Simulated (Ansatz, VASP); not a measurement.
Two plane-wave programs on Lu

INCAR

```
PREC = Accurate
ENCUT = 520
EDIFF = 1E-6
ISMEAR = -1
SIGMA = 0.1
LREAL = False
LASPH = True
NELM = 80
ALGO = Normal
ISIF = 2
LWAVE = False
LCHARG = False
GGA = RP
NBANDS = 32
```

Contents of KPOINTS:

```
regular mesh
0
Gamma
  8 8 8
```

POSCAR

```
Lu
1.0
    0.0000000000      3.7859623238      3.7859623238
    3.7859623238      0.0000000000      3.7859623238
    3.7859623238      3.7859623238      0.0000000000
Lu
2
Direct
    0.1250000000      0.1250000000      0.1250000000
    0.8750000000      0.8750000000      0.8750000000
```

Input for Ansatz:

```yaml
crystal:
  lattice:
    - [0.0, 3.7859623238, 3.7859623238]
    - [3.7859623238, 0.0, 3.7859623238]
    - [3.7859623238, 3.7859623238, 0.0]
  atoms:
    - { symbol: Lu, position: [0.125, 0.125, 0.125] }
    - { symbol: Lu, position: [0.875, 0.875, 0.875] }
hamiltonian:
  xc: rpbe
  pseudopotentials:
    kind: paw
    azcp:
      Lu: "pseudopotentials/Lu.paw.azcp"
basis:
  ecutwfc: 420
  fft_grid_basis: typed
kpoints:
  mp_grid: { grid: [8, 8, 8], shift: [0, 0, 0] }
magnetization:
  spin_polarized: false
scf:
  occupations: { method: fermi_dirac, width: 0.1 }
  lower_state_search: "off"
output:
  stress: true
  write_density: true
  write_potential: true
  elf: true
  volumetric_format: npy
```

Alike in both runs: task single point; functional RPBE; k mesh 8 × 8 × 8; occupations fermi-dirac, width 0.1 eV; no spin polarisation.

|  | VASP | Ansatz |
| --- | --- | --- |
| version | VASP 6.6.1 | Ansatz 0.2.0 |
| potentials or method | VASP PAW PBE potentials, release 64 (Lu), cutoff 520 eV | plane waves (420 eV) with PAW, scalar-relativistic |
| valence electrons in the cell | 50 | 50 |

VASP gave:

```
pressure (GPa) : 0.1
```

Task: Which values does Ansatz return?

Result: Pressure (GPa): 0.0.

VASP's potentials were made for PBE, not for RPBE. The functional is the same, so the differences come from potentials, cutoffs and numerics.

Neither program's run includes spin-orbit coupling.
